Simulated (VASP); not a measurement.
# OPb in VASP: a series of runs

The runs below take OPb through single point, with PBE.

Everything below comes from runs of VASP 6.6.1. Logs are shortened: lines on timing, memory, paths and dates and some standing lists are left out, and cuts for length are marked.

## (1) The cell of the first run

The cell holds a molecule in a box, 2 atoms: a = 9.000 Å, b = 9.000 Å, c = 11.000 Å, α = 90.00°, β = 90.00°, γ = 90.00°.

## (2) Single point, PBE (last atom moved by 0.08 Å along z)

Contents of INCAR:

```
ALGO = Normal
EDIFF = 1E-6
EFERMI = MIDGAP
ENCUT = 520
GGA = PE
GGA_COMPAT = False
ISIF = 0
ISMEAR = 0
LASPH = True
LCHARG = False
LREAL = Auto
LWAVE = False
NELM = 120
NELMDL = -8
PREC = Accurate
ROPT = -0.00025 -0.00025
SIGMA = 0.03
```

Contents of KPOINTS:

```
k-points
0
Gamma
  1 1 1
```

Contents of POSCAR:

```
PbO
1.0
    9.0000000000      0.0000000000      0.0000000000
    0.0000000000      9.0000000000      0.0000000000
    0.0000000000      0.0000000000     11.0000000000
O Pb
1 1
Direct
    0.5014444400      0.5023333300      0.4157357700
    0.5014444400      0.5023333300      0.5977187800
```

Potentials or basis: VASP PAW PBE potentials, release 64 (O, Pb_d).

Command:

```console
> cat potpaw_PBE.64/O/POTCAR potpaw_PBE.64/Pb_d/POTCAR > POTCAR
> mpirun -np 1 vasp_gam > vasp.out
```

OUTCAR:

```text
EDIFF = 1E-6
   EFERMI = MIDGAP
   ENCUT = 520
   GGA = PE
   ISIF = 0
   ISMEAR = 0
   LASPH = True
   LREAL = Auto
   NELM = 120
   NELMDL = -8
   PREC = Accurate

 Found      1 irreducible k-points:

 Following reciprocal coordinates:
            Coordinates               Weight
  0.000000  0.000000  0.000000      1.000000
   k-points           NKPTS =      1   k-points in BZ     NKDIM =      1   number of bands    NBANDS=     14
   number of dos      NEDOS =    301   number of ions     NIONS =      2
   total plane-waves  NPLWV = 411600
   dimension x,y,z NGX =    70 NGY =   70 NGZ =   84
   dimension x,y,z NGXF=   140 NGYF=  140 NGZF=  168
   ions per type =               1   1
   NGX,Y,Z   is equivalent  to a cutoff of  12.93, 12.93, 12.70 a.u.
   NGXF,Y,Z  is equivalent  to a cutoff of  25.86, 25.86, 25.39 a.u.
 SYSTEM =  unknown system
   PREC   = accura    normal or accurate (medium, high low for compatibility)
   ISTART =      0    job   : 0-new  1-cont  2-samecut
   ICHARG =      2    charge: 1-file 2-atom 10-const
   ISPIN  =      1    spin polarized calculation?
   LNONCOLLINEAR =      F non collinear calculations
   LSORBIT =      F    spin-orbit coupling
   LASPH  =      T    aspherical Exc in radial PAW
   ENCUT  =  520.0 eV  38.22 Ry    6.18 a.u.  16.73 16.73 20.45*2*pi/ulx,y,z
   NELM   =    120;   NELMIN=  2; NELMDL= -8     # of ELM steps
   EDIFF  = 0.1E-05   stopping-criterion for ELM
   LREAL  =      T    real-space projection
   EDIFFG = 0.1E-04   stopping-criterion for IOM
   NSW    =      0    number of steps for IOM
   IBRION =     -1    ionic relax: 0-MD 1-quasi-New 2-CG
   NFREE  =      0    steps in history (QN), initial steepest desc. (CG)
   ISIF   =      0    stress and relaxation
   ISYM   =      2    0-nonsym 1-usesym 2-fastsym
   POTIM  = 0.5000    time-step for ionic-motion
   TEBEG  =    0.0;   TEEND  =   0.0 temperature during run

   SCALEE = 1.0000    scale energy and forces
   PSTRESS=    0.0 pullay stress
   NELECT =      20.0000    total number of electrons
   NUPDOWN=      -1.0000    fix difference up-down
   EMIN   =  10.00;   EMAX   =-10.00  energy-range for DOS
   EFERMI =   0.00;   METHOD = MIDGAP
   ISMEAR =     0;   SIGMA  =   0.03  broadening in eV -4-tet -1-fermi 0-gaus
   EFERMI_NEDOS =   21; number of points for ismear=-14 and -15
   IALGO  =     38    algorithm
   IMIX   =      4    mixing-type and parameters
     AMIX     =   0.40;   BMIX     =  1.00
     AMIX_MAG =   1.60;   BMIX_MAG =  1.00
  volume/ion in A,a.u.               =     445.50      3006.38
  Fermi-wavevector in a.u.,A,eV,Ry     =   0.461805  0.872686  2.901635  0.213264
  Thomas-Fermi vector in A             =   1.449050
   LORBIT       =      0    0 simple, 1 ext, 2 COOP (PROOUT), +10 PAW based schemes
   GGA     = PE    functional components
   LHFCALC =     F    Hartree Fock is set to
   AEXX    =    0.0000 exact exchange contribution
   IVDW    =     0    specifies the selected vdW correction
   LEPSILON=     F    determine dielectric tensor
   LRPA    =     F    only Hartree local field effects (RPA)

   CSHIFT  =0.1000    complex shift for real part using Kramers Kronig

   OMEGAMAX=  -1.0    maximum frequency
 non-spin polarized calculation
 Gauss-broadening in eV      SIGMA  =   0.03
  energy-cutoff  :      520.00
  volume of cell :      891.00
 maximum number of plane-waves:     12007
 NGX is ok and might be reduce to    70
   NGX = 33   NGY = 33   NGZ = 41

 number of electron      20.0000002 magnetization

 Free energy of the ion-electron system (eV)
  ---------------------------------------------------
  ext. energy  EPLUGINS =         0.00000000
  ---------------------------------------------------
  free energy    TOTEN  =        -8.10729993 eV

  energy without entropy =       -8.10729993  energy(sigma->0) =       -8.10729993

 E-fermi :  -4.1319     XC(G=0):  -1.2400

 val. band max:       -5.6036650567   @ k =   0.0000   0.0000   0.0000
 cond. band min:      -2.6602165045   @ k =   0.0000   0.0000   0.0000
 fundamental gap:      2.9434485521
 Fermi energy:        -4.1319407806

 k-point     1 :       0.0000    0.0000    0.0000
  band No.  band energies     occupation
      1     -22.1352      2.00000
      2     -21.2881      2.00000
      3     -21.2881      2.00000
      4     -20.9458      2.00000
      5     -20.9458      2.00000
      6     -19.2973      2.00000
      7     -11.6418      2.00000
      8      -5.7391      2.00000
      9      -5.6037      2.00000
     10      -5.6037      2.00000
     11      -2.6602      0.00000
     12      -2.6602      0.00000
     13      -0.3839      0.00000
     14      -0.2936      0.00000

------------------------ aborting loop because EDIFF is reached ----------------------------------------

 VOLUME and BASIS-vectors are now :
 -----------------------------------------------------------------------------
  energy-cutoff  :      520.00
  volume of cell :      891.00
      direct lattice vectors                 reciprocal lattice vectors
     9.000000000  0.000000000  0.000000000     0.111111111  0.000000000  0.000000000
     0.000000000  9.000000000  0.000000000     0.000000000  0.111111111  0.000000000
     0.000000000  0.000000000 11.000000000     0.000000000  0.000000000  0.090909091

 POSITION                                       TOTAL-FORCE (eV/Angst)
 -----------------------------------------------------------------------------------
      4.51300      4.52100      4.57309         0.000000      0.000000      1.481065
      4.51300      4.52100      6.57491         0.000000      0.000000     -1.481065
 -----------------------------------------------------------------------------------
    total drift:                                0.000064      0.000053     -0.000627

  FREE ENERGIE OF THE ION-ELECTRON SYSTEM (eV)
  ---------------------------------------------------
  free  energy   TOTEN  =        -8.1072999288 eV

  energy  without entropy=       -8.1072999288  energy(sigma->0) =       -8.10729993
```

Wall time 86 s (1 thread of Intel Xeon Platinum 8259CL at 2.50GHz (Skylake/Cascade Lake), shared host); peak memory 0.76 GiB.

Results:

- Free energy: -8.1073 eV
- Largest force: 1.481 eV/Å
- Gap between the frontier levels: 2.94 eV

Forces on the atoms (eV/Å):
```
O    0.000  0.000  1.481
Pb   0.000  0.000 -1.481
```

Levels at points of the mesh, in eV from the valence-band top:
| k point | band 8 | band 9 | band 10 | band 11 | band 12 | band 13 |
| --- | --- | --- | --- | --- | --- | --- |
| (0.00, 0.00, 0.00) | -0.14 | 0.00 | 0.00 | 2.94 | 2.94 | 5.22 |

Caveat: the cell differs from its parent crystal (last atom moved by 0.08 Å along z); spin-orbit coupling is left out, which moves the levels of the heavy elements.

## (3) Single point, PBE (last atom moved by 0.08 Å along z)

Contents of INCAR:

```
ALGO = Normal
EDIFF = 1E-8
EFERMI = MIDGAP
ENCUT = 720
GGA = PE
GGA_COMPAT = False
ISIF = 0
ISMEAR = 0
LASPH = True
LCHARG = False
LREAL = False
LWAVE = False
NELM = 120
NELMDL = -8
PREC = Accurate
SIGMA = 0.03
```

KPOINTS is that of step 2.

POSCAR is that of step 2.

Potentials or basis: VASP PAW PBE potentials, release 64 (O, Pb_d).

Command:

```console
> cat potpaw_PBE.64/O/POTCAR potpaw_PBE.64/Pb_d/POTCAR > POTCAR
> mpirun -np 1 vasp_gam > vasp.out
```

Wall time 2.5 min (1 thread of Intel Xeon Platinum 8259CL at 2.50GHz (Skylake/Cascade Lake), shared host); peak memory 0.96 GiB.

It converged, with:

```
Free energy                     : -8.1095 eV
Largest force                   : 1.489 eV/Å
Gap between the frontier levels : 2.94 eV
```

Forces on the atoms (eV/Å):
```
O    0.000  0.000  1.489
Pb   0.000  0.000 -1.489
```

Levels at points of the mesh, in eV from the valence-band top:
| k point | band 6 | band 7 | band 8 | band 9 | band 10 | band 11 | band 12 | band 13 | band 14 |
| --- | --- | --- | --- | --- | --- | --- | --- | --- | --- |
| (0.00, 0.00, 0.00) | -13.69 | -6.04 | -0.14 | 0.00 | 0.00 | 2.94 | 2.94 | 5.22 | 5.31 |

Caveat: the cell differs from its parent crystal (last atom moved by 0.08 Å along z); spin-orbit coupling is left out, which moves the levels of the heavy elements.
